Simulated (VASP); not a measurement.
# CoO (Fm-3m) in VASP: settings compared

The runs below take CoO through single point, with PBE+D3(BJ)+U, RPBE+D4+U.

Program: VASP 6.6.1. These are calculated values, not measurements. Logs are shortened: lines on timing, memory, paths and dates and some standing lists are left out, and cuts for length are marked.

## Step 1: The cell of the first run

The structure is cubic, space group Fm-3m (No. 225). Conventional cell: a = 4.263 Å, b = 4.263 Å, c = 4.263 Å, α = 90.00°, β = 90.00°, γ = 90.00°. Within 2.8 Å of Co (site symmetry m-3m) lie 6 O at 2.13 Å. Within 2.8 Å of O (site symmetry m-3m) lie 6 Co at 2.13 Å.

## Step 2: Single point, PBE+D3(BJ)+U, collinear spin, ferromagnetic start

Input file INCAR:

```
PREC = Accurate ; ENCUT = 520
EDIFF = 1E-6 ; ISMEAR = -4
SIGMA = 0.1 ; LREAL = F
LASPH = T ; NELM = 150
ALGO = Normal ; ISIF = 2
LWAVE = F ; LCHARG = F
ISPIN = 2 ; MAGMOM = 3 0
LORBIT = 11 ; LMAXMIX = 4
LDAU = T ; LDAUTYPE = 2
LDAUL = 2 -1 ; LDAUU = 3.3 0
LDAUJ = 0 0 ; LDAUPRINT = 1
GGA = PE ; IVDW = 12
NBANDS = 18
```

Input file KPOINTS:

```
regular mesh
0
Gamma
  10 10 10
```

Input file POSCAR:

```
CoO
1.0
    0.0000000000      2.1315016559      2.1315016559
    2.1315016559      0.0000000000      2.1315016559
    2.1315016559      2.1315016559      0.0000000000
Co O
1 1
Direct
    0.0000000000      0.0000000000      0.0000000000
    0.5000000000      0.5000000000      0.5000000000
```

Potentials or basis: VASP PAW PBE potentials, release 64 (Co, O).

Launch:

```sh
$ cat potpaw_PBE.64/Co/POTCAR potpaw_PBE.64/O/POTCAR > POTCAR
$ mpirun -np 1 vasp_std > vasp.out
```

OUTCAR:

```text
PREC = Accurate
   ENCUT = 520
   EDIFF = 1E-6
   ISMEAR = -4
   LREAL = F
   LASPH = T
   NELM = 150
   ISIF = 2
   ISPIN = 2
   LORBIT = 11
   GGA = PE
   IVDW = 12
 IVDW          = 12

 ion  position               nearest neighbor table
   1  0.000  0.000  0.000-   2 2.13   2 2.13   2 2.13   2 2.13   2 2.13   2 2.13
   2  0.500  0.500  0.500-   1 2.13   1 2.13   1 2.13   1 2.13   1 2.13   1 2.13

  LATTYP: Found a face centered cubic cell.
 ALAT       =     4.2630033118

  Lattice vectors:

 A1 = (   0.0000000000,   2.1315016559,   2.1315016559)
 A2 = (   2.1315016559,   0.0000000000,   2.1315016559)
 A3 = (   2.1315016559,   2.1315016559,   0.0000000000)

Analysis of symmetry for initial positions (statically):
=====================================================================
 Subroutine PRICEL returns:
 Original cell was already a primitive cell.

 Routine SETGRP: Setting up the symmetry group for a
 face centered cubic supercell.

 Subroutine GETGRP returns: Found 48 space group operations
 (whereof 48 operations were pure point group operations)
 out of a pool of 48 trial point group operations.

The static configuration has the point symmetry O_h .

Analysis of symmetry for dynamics (positions and initial velocities):
=====================================================================
 Subroutine PRICEL returns:
 Original cell was already a primitive cell.

 Routine SETGRP: Setting up the symmetry group for a
 face centered cubic supercell.

 Subroutine GETGRP returns: Found 48 space group operations
 (whereof 48 operations were pure point group operations)
 out of a pool of 48 trial point group operations.

The dynamic configuration has the point symmetry O_h .

Analysis of structural, dynamic, and magnetic symmetry:
=====================================================================
 Subroutine PRICEL returns:
 Original cell was already a primitive cell.

 Routine SETGRP: Setting up the symmetry group for a
 face centered cubic supercell.

 Subroutine GETGRP returns: Found 48 space group operations
 (whereof 48 operations were pure point group operations)
 out of a pool of 48 trial point group operations.

The overall configuration has the point symmetry O_h .

 Subroutine INISYM returns: Found 48 space group operations
 (whereof 48 operations are pure point group operations),
 and found     1 'primitive' translations

----------------------------------------------------------------------------------------

                                     Primitive cell

  volume of cell :      19.3681

  direct lattice vectors                    reciprocal lattice vectors
     0.000000000  2.131501656  2.131501656    -0.234576407  0.234576407  0.234576407
     2.131501656  0.000000000  2.131501656     0.234576407 -0.234576407  0.234576407
     2.131501656  2.131501656  0.000000000     0.234576407  0.234576407 -0.234576407

  length of vectors
     3.014398550  3.014398550  3.014398550     0.406298255  0.406298255  0.406298255

  position of ions in fractional coordinates (direct lattice)
     0.000000000  0.000000000  0.000000000
     0.500000000  0.500000000  0.500000000

  ion indices of the primitive-cell ions
   primitive index   ion index
                 1           1
                 2           2

----------------------------------------------------------------------------------------

 KPOINTS: regular mesh

Automatic generation of k-mesh.
 Grid dimensions read from file:
 generate k-points for:   10   10   10

 Generating k-lattice:

  Cartesian coordinates                     Fractional coordinates (reciprocal lattice)
    -0.023457641  0.023457641  0.023457641     0.100000000  0.000000000  0.000000000
     0.023457641 -0.023457641  0.023457641     0.000000000  0.100000000  0.000000000
     0.023457641  0.023457641 -0.023457641     0.000000000  0.000000000  0.100000000

  Length of vectors
     0.040629826  0.040629826  0.040629826

  Shift w.r.t. Gamma in fractional coordinates (k-lattice)
     0.000000000  0.000000000  0.000000000

 TETIRR: Found    148 inequivalent tetrahedra from     6000

 Subroutine IBZKPT returns following result:
 ===========================================

 Found     47 irreducible k-points:

 Following reciprocal coordinates:
            Coordinates               Weight
  0.000000  0.000000  0.000000      1.000000
  0.100000  0.000000  0.000000      8.000000
  0.200000  0.000000  0.000000      8.000000
  0.300000  0.000000  0.000000      8.000000
  0.400000  0.000000  0.000000      8.000000
  0.500000  0.000000  0.000000      4.000000
[... 16 lines left out ...]
  0.300000  0.300000  0.000000      6.000000
  0.400000  0.300000  0.000000     24.000000
 [... further k-points ...]
   k-points           NKPTS =     47   k-points in BZ     NKDIM =     47   number of bands    NBANDS=     18
   number of dos      NEDOS =    301   number of ions     NIONS =      2
   total plane-waves  NPLWV =  13824
   dimension x,y,z NGX =    24 NGY =   24 NGZ =   24
   dimension x,y,z NGXF=    48 NGYF=   48 NGZF=   48
   ions per type =               1   1
   NGX,Y,Z   is equivalent  to a cutoff of  13.24, 13.24, 13.24 a.u.
   NGXF,Y,Z  is equivalent  to a cutoff of  26.47, 26.47, 26.47 a.u.
 SYSTEM =  unknown system
   PREC   = accura    normal or accurate (medium, high low for compatibility)
   ISTART =      0    job   : 0-new  1-cont  2-samecut
   ICHARG =      2    charge: 1-file 2-atom 10-const
   ISPIN  =      2    spin polarized calculation?
   LNONCOLLINEAR =      F non collinear calculations
   LSORBIT =      F    spin-orbit coupling
   LASPH  =      T    aspherical Exc in radial PAW
   ENCUT  =  520.0 eV  38.22 Ry    6.18 a.u.   5.60  5.60  5.60*2*pi/ulx,y,z
   NELM   =    150;   NELMIN=  2; NELMDL= -5     # of ELM steps
   EDIFF  = 0.1E-05   stopping-criterion for ELM
   LREAL  =      F    real-space projection
   EDIFFG = 0.1E-04   stopping-criterion for IOM
   NSW    =      0    number of steps for IOM
   IBRION =     -1    ionic relax: 0-MD 1-quasi-New 2-CG
   NFREE  =      0    steps in history (QN), initial steepest desc. (CG)
   ISIF   =      2    stress and relaxation
   ISYM   =      2    0-nonsym 1-usesym 2-fastsym
   POTIM  = 0.5000    time-step for ionic-motion
   TEBEG  =    0.0;   TEEND  =   0.0 temperature during run
   PSTRESS=    0.0 pullay stress
   NELECT =      15.0000    total number of electrons
   NUPDOWN=      -1.0000    fix difference up-down
   EMIN   =  10.00;   EMAX   =-10.00  energy-range for DOS
   EFERMI =   0.00;   METHOD = LEGACY
   ISMEAR =    -4;   SIGMA  =   0.10  broadening in eV -4-tet -1-fermi 0-gaus
   EFERMI_NEDOS =   21; number of points for ismear=-14 and -15
   IALGO  =     38    algorithm
   IMIX   =      4    mixing-type and parameters
     AMIX     =   0.40;   BMIX     =  1.00
     AMIX_MAG =   1.60;   BMIX_MAG =  1.00
  volume/ion in A,a.u.               =       9.68        65.35
  Fermi-wavevector in a.u.,A,eV,Ry     =   1.503406  2.841025 30.752286  2.260229
  Thomas-Fermi vector in A             =   2.614520
   LORBIT       =     11    0 simple, 1 ext, 2 COOP (PROOUT), +10 PAW based schemes
 LDA+U is selected, type is set to LDAUTYPE =  2
   angular momentum for each species LDAUL =     2   -1
   U (eV)           for each species LDAUU =   3.3  0.0
   J (eV)           for each species LDAUJ =   0.0  0.0
   GGA     = PE    functional components
   LHFCALC =     F    Hartree Fock is set to
   AEXX    =    0.0000 exact exchange contribution
   IVDW    =    12    specifies the selected vdW correction
   LEPSILON=     F    determine dielectric tensor
   LRPA    =     F    only Hartree local field effects (RPA)
 spin polarized calculation
 Fermi weights with tetrahedron method witout Bloechl corrections
  energy-cutoff  :      520.00
  volume of cell :       19.37
 maximum number of plane-waves:       544
 NGX is ok and might be reduce to    24
   NGX = 11   NGY = 11   NGZ = 11

atom =   1  type =  1  l = 2

 onsite density matrix

spin component  1

  0.9679 -0.0000 -0.0000  0.0000  0.0000
 -0.0000  0.9679 -0.0000  0.0000  0.0000
 -0.0000 -0.0000  1.0116 -0.0000  0.0000
  0.0000  0.0000 -0.0000  0.9679 -0.0000
  0.0000  0.0000  0.0000 -0.0000  1.0116

spin component  2

  0.6536  0.0000 -0.0000 -0.0000 -0.0000
  0.0000  0.6536  0.0000 -0.0000 -0.0000
 -0.0000  0.0000  0.1371  0.0000 -0.0000
 -0.0000 -0.0000  0.0000  0.6536  0.0000
 -0.0000 -0.0000 -0.0000  0.0000  0.1371

 occupancies and eigenvectors

  o =  0.1371  v =  0.0000  0.0000  0.0000  0.0000  0.0000  0.0000 -0.0000  0.9965  0.0000  0.0833      0.0000  0.0000  0.0000  0.0000  0.0000  0.0000  0.0000  0.0000  0.0000  0.0000
  o =  0.1371  v =  0.0000  0.0000  0.0000  0.0000  0.0000  0.0000 -0.0000 -0.0833 -0.0000  0.9965      0.0000  0.0000  0.0000  0.0000  0.0000  0.0000  0.0000  0.0000  0.0000  0.0000
  o =  0.6536  v =  0.0000  0.0000  0.0000  0.0000  0.0000  1.0000  0.0000  0.0000  0.0000  0.0000      0.0000  0.0000  0.0000  0.0000  0.0000  0.0000  0.0000  0.0000  0.0000  0.0000
  o =  0.6536  v =  0.0000  0.0000  0.0000  0.0000  0.0000  0.0000 -0.5106 -0.0000 -0.8598 -0.0000      0.0000  0.0000  0.0000  0.0000  0.0000  0.0000  0.0000  0.0000  0.0000  0.0000
  o =  0.6536  v =  0.0000  0.0000  0.0000  0.0000  0.0000  0.0000 -0.8598 -0.0000  0.5106 -0.0000      0.0000  0.0000  0.0000  0.0000  0.0000  0.0000  0.0000  0.0000  0.0000  0.0000
  o =  0.9679  v =  0.0000 -0.8431 -0.0000  0.5378  0.0000  0.0000  0.0000  0.0000  0.0000  0.0000      0.0000  0.0000  0.0000  0.0000  0.0000  0.0000  0.0000  0.0000  0.0000  0.0000
  o =  0.9679  v =  0.0000 -0.5378  0.0000 -0.8431 -0.0000  0.0000  0.0000  0.0000  0.0000  0.0000      0.0000  0.0000  0.0000  0.0000  0.0000  0.0000  0.0000  0.0000  0.0000  0.0000
  o =  0.9679  v =  1.0000  0.0000  0.0000  0.0000  0.0000  0.0000  0.0000  0.0000  0.0000  0.0000      0.0000  0.0000  0.0000  0.0000  0.0000  0.0000  0.0000  0.0000  0.0000  0.0000
  o =  1.0116  v =  0.0000  0.0000  0.0222 -0.0000  0.9998  0.0000  0.0000  0.0000  0.0000  0.0000      0.0000  0.0000  0.0000  0.0000  0.0000  0.0000  0.0000  0.0000  0.0000  0.0000
  o =  1.0116  v =  0.0000 -0.0000  0.9998  0.0000 -0.0222  0.0000  0.0000  0.0000  0.0000  0.0000      0.0000  0.0000  0.0000  0.0000  0.0000  0.0000  0.0000  0.0000  0.0000  0.0000

 number of electron      15.0000007 magnetization       3.0005773

 Free energy of the ion-electron system (eV)
  ---------------------------------------------------
  ext. energy  EPLUGINS =         0.00000000
  ---------------------------------------------------
  free energy    TOTEN  =       -11.29395191 eV

  energy without entropy =      -11.29395191  energy(sigma->0) =      -11.29395191

 E-fermi :   7.3408     XC(G=0): -12.3759

 val. band max:        7.3569587731   @ k =  -0.2000   0.3000   0.1000
 cond. band min:       7.3436658934   @ k =   0.4000   0.2000   0.1000
 fundamental gap:     -0.0132928798
 Fermi energy:         7.3407615976

 spin component 1

 k-point     1 :       0.0000    0.0000    0.0000
  band No.  band energies     occupation
      1     -12.1319      1.00000
      2       2.7434      1.00000
      3       2.7434      1.00000
      4       3.1936      1.00000
      5       3.1936      1.00000
      6       3.1936      1.00000
[... 10 lines left out ...]
     17      29.2493      0.00000
     18      31.2819      0.00000
[... 466 lines left out ...]
      2       0.5798      1.00000
      3       2.2896      1.00000
      4       2.4087      1.00000
      5       3.1774      1.00000
      6       3.6300      1.00000
[... 10 lines left out ...]
     17      37.0383      0.00000
     18      38.4325      0.00000

 [... further k-points ...]

 spin component 2

 k-point     1 :       0.0000    0.0000    0.0000
  band No.  band energies     occupation
      1     -11.6916      1.00000
      2       5.4478      1.00000
      3       5.4478      1.00000
      4       5.4478      1.00000
      5       6.2219      1.00000
      6       6.2219      1.00000
[... 10 lines left out ...]
     17      30.2720      0.00000
     18      34.4811      0.00000
[... 466 lines left out ...]
      2       1.7064      1.00000
      3       3.8153      1.00000
      4       4.1476      1.00000
      5       5.7190      1.00000
      6       7.4411      0.00000
[... 10 lines left out ...]
     17      37.9003      0.00000
     18      39.2232      0.00000

 [... further k-points ...]

------------------------ aborting loop because EDIFF is reached ----------------------------------------

 Edisp (eV)   -0.51531

 E8    (eV) :    -0.1985

  FORCE on cell =-STRESS in cart. coord.  units (eV):
  Direction    XX          YY          ZZ          XY          YZ          ZX
  --------------------------------------------------------------------------------------
  -------------------------------------------------------------------------------------
  Total      -0.75046    -0.75046    -0.75046     0.00000     0.00000    -0.00000
  in kB     -62.08002   -62.08002   -62.08002     0.00000     0.00000    -0.00000
  external pressure =      -62.08 kB  Pullay stress =        0.00 kB

 VOLUME and BASIS-vectors are now :
 -----------------------------------------------------------------------------
  energy-cutoff  :      520.00
  volume of cell :       19.37
      direct lattice vectors                 reciprocal lattice vectors
     0.000000000  2.131501656  2.131501656    -0.234576407  0.234576407  0.234576407
     2.131501656  0.000000000  2.131501656     0.234576407 -0.234576407  0.234576407
     2.131501656  2.131501656  0.000000000     0.234576407  0.234576407 -0.234576407

 POSITION                                       TOTAL-FORCE (eV/Angst)
 -----------------------------------------------------------------------------------
      0.00000      0.00000      0.00000         0.000000      0.000000      0.000000
      2.13150      2.13150      2.13150         0.000000      0.000000      0.000000
 -----------------------------------------------------------------------------------
    total drift:                                0.000000     -0.000000     -0.000000

  FREE ENERGIE OF THE ION-ELECTRON SYSTEM (eV)
  ---------------------------------------------------
  free  energy   TOTEN  =       -11.8092603959 eV

  energy  without entropy=      -11.8092603959  energy(sigma->0) =      -11.80926040

 total charge

# of ion       s       p       d       tot
------------------------------------------
    1        0.296   0.360   7.138   7.795
    2        1.552   3.446   0.000   4.998
--------------------------------------------------
tot          1.849   3.806   7.138  12.793

 magnetization (x)

# of ion       s       p       d       tot
------------------------------------------
    1        0.021   0.018   2.691   2.729
    2        0.023   0.234   0.000   0.257
--------------------------------------------------
tot          0.045   0.252   2.691   2.987
```

It took 32 s on 1 thread of Intel Xeon 8259CL, shared host; peak memory 0.18 GiB.

What came out:

```yaml
Free_energy: -11.8093 eV
Pressure: -6.2 GPa
Band_gap_on_the_k_mesh: zero (filled and empty bands overlap)
Net_moment: 3.00 μB per cell
Site_moments: Co +2.73; O +0.26 μB
Valence_electrons_inside_the_program's_atomic_spheres: Co 7.79; O 5.00
Dispersion_energy_per_atom: -0.258 eV
```

Levels at points of the mesh, in eV from the Fermi level:
Spin up:
| k point | band 7 | band 8 | band 9 | band 10 | band 11 | band 12 |
| --- | --- | --- | --- | --- | --- | --- |
| (0.00, 0.00, 0.00) | -2.38 | -2.38 | -2.38 | 1.58 | 17.44 | 17.74 |
| (0.50, 0.00, 0.00) | -2.62 | -0.15 | -0.15 | 5.65 | 9.89 | 13.95 |
| (0.50, 0.50, 0.00) | -3.62 | -3.24 | -3.24 | 6.34 | 10.47 | 11.42 |
Spin down:
| k point | band 3 | band 4 | band 5 | band 6 | band 7 | band 8 | band 9 | band 10 |
| --- | --- | --- | --- | --- | --- | --- | --- | --- |
| (0.00, 0.00, 0.00) | -1.89 | -1.89 | -1.12 | -1.12 | -1.12 | 1.76 | 1.76 | 2.10 |
| (0.50, 0.00, 0.00) | -3.71 | -3.71 | -0.09 | -0.09 | 0.21 | 4.14 | 4.14 | 5.90 |
| (0.50, 0.50, 0.00) | -3.16 | -3.16 | -2.17 | 0.05 | 0.05 | 2.25 | 2.65 | 7.28 |

Eigenvalues of the final occupation matrices:
```
    site  spin  trace               eigenvalues
site 1 d     1   4.93  0.97 0.97 0.97 1.01 1.01
site 1 d     2   2.24  0.14 0.14 0.65 0.65 0.65
```

Caveat: the cell stands under tension; a cell with one magnetic atom can't hold antiferromagnetic order, which such compounds often take. The state reached can hang on the start; a lower one may exist.

## Step 3: Single point, RPBE+D4+U, collinear spin, ferromagnetic start (9.89 Å³/atom)

This run uses another cell than the first one, of 9.89 Å³/atom.

Input file INCAR:

```
ALGO     = Normal         # electronic algorithm
EDIFF    = 1E-6           # SCF threshold, eV
ENCUT    = 520            # plane-wave cutoff, eV
GGA      = RP             # functional
ISIF     = 2              # what is computed and relaxed
ISMEAR   = 0              # smearing method
ISPIN    = 2              # spin polarisation
IVDW     = 13             # dispersion correction
LASPH    = True           # aspherical terms in the spheres
LCHARG   = False          # write CHGCAR
LDAU     = True           # DFT+U
LDAUJ    = 0 0          
LDAUL    = 2 -1           # shell
LDAUPRINT= 1            
LDAUTYPE = 2            
LDAUU    = 3.3 0          # U, eV
LMAXMIX  = 4              # l up to which the mixer works
LORBIT   = 11             # projections on sites
LREAL    = False          # projectors in reciprocal space
LWAVE    = False          # write WAVECAR
MAGMOM   = 2.88 0.24      # initial moments
NBANDS   = 18             # bands
NELM     = 150            # most SCF steps
PREC     = Accurate       # precision mode
SIGMA    = 0.05           # smearing width, eV
```

Input file KPOINTS:

```
k-points
0
Gamma
  10 10 10
```

Input file POSCAR:

```
CoO
1.0
    0.0000000000      2.1462294328      2.1462294328
    2.1462294328      0.0000000000      2.1462294328
    2.1462294328      2.1462294328      0.0000000000
Co O
1 1
Direct
    0.0000000000      0.0000000000      0.0000000000
    0.5000000000      0.5000000000      0.5000000000
```

Potentials or basis: VASP PAW PBE potentials, release 64 (Co, O).

Launch:

```sh
$ cat potpaw_PBE.64/Co/POTCAR potpaw_PBE.64/O/POTCAR > POTCAR
$ mpirun -np 1 vasp_std > vasp.out
```

Run time: 35 s. Hardware: 1 thread of Intel Xeon 8259CL, shared host; peak memory 0.17 GiB.

Results (log left out):

| Quantity | Value |
| --- | --- |
| Free energy | -11.6319 eV |
| Pressure | -6.2 GPa |
| Band gap on the k mesh | zero (filled and empty bands overlap) |
| Net moment | 3.00 μB per cell |
| Site moments | Co +2.74; O +0.25 μB |
| Valence electrons inside the program's atomic spheres | Co 7.76; O 5.00 |
| Dispersion energy per atom | -0.583 eV |

Levels at points of the mesh, in eV from the Fermi level:
Spin up:
```tsv
k point	band 5	band 6	band 7	band 8	band 9	band 10	band 11	band 12	band 13	band 14
(0.00, 0.00, 0.00)	-4.14	-4.14	-2.30	-2.30	-2.30	1.53	17.48	17.66	17.66	17.66
(0.50, 0.00, 0.00)	-3.56	-3.56	-2.65	-0.20	-0.20	5.69	9.79	13.91	13.91	20.20
(0.50, 0.50, 0.00)	-3.78	-3.50	-3.50	-3.28	-3.28	6.30	10.43	11.41	16.19	16.19
```
Spin down:
| k point | band 4 | band 5 | band 6 | band 7 | band 8 | band 9 |
| --- | --- | --- | --- | --- | --- | --- |
| (0.00, 0.00, 0.00) | -1.81 | -1.08 | -1.08 | -1.08 | 1.91 | 1.91 |
| (0.50, 0.00, 0.00) | -3.56 | -0.10 | -0.10 | 0.20 | 4.17 | 4.17 |
| (0.50, 0.50, 0.00) | -3.05 | -2.09 | 0.03 | 0.03 | 2.38 | 2.73 |

Eigenvalues of the final occupation matrices:
| site | spin | trace | eigenvalues |
| --- | --- | --- | --- |
| site 1 d | 1 | 4.92 | 0.97 0.97 0.97 1.01 1.01 |
| site 1 d | 2 | 2.22 | 0.13 0.13 0.65 0.65 0.65 |

Caveat: the cell stands under tension; the PAW data sets were made with another functional, which shifts forces and pressure a little; a cell with one magnetic atom can't hold antiferromagnetic order, which such compounds often take.

[end of part 1 of 2]
